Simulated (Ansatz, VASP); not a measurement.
Two plane-wave programs on C

```
C
1.0
     1.22250    0.70581    3.30395
    -1.22250    0.70581    3.30395
     0.00000   -1.41163    3.30395
C
2
Direct
  0.16657 0.16657 0.16657
  0.83343 0.83343 0.83343
```

Alike in both runs: functional LDA; k mesh 12 × 12 × 12; no spin polarisation.

Ansatz relaxed the structure, and its values are those at the end. VASP's run is a single point on that final structure, the one shown.

|  | VASP | Ansatz |
| --- | --- | --- |
| version | VASP 6.6.1 | Ansatz 0.2.0 |
| potentials or method | VASP PAW LDA potentials, release 64 (C), cutoff 520 eV | scalar-relativistic, plane waves, PAW |
| occupations | gaussian, width 0.01 eV | fixed |
| valence electrons in the cell | 8 | 8 |

```tsv
	VASP	Ansatz	Ansatz less VASP
gap on the k mesh at the Fermi level (eV)	0.73	0.73	-0.001
least direct gap on the mesh (eV)	0.73	0.73	-0.001
pressure (GPa)	0.8	0.0	-0.83
```

LDA's correlation is that of Perdew and Zunger in VASP and of Perdew and Wang (1992) in Ansatz.
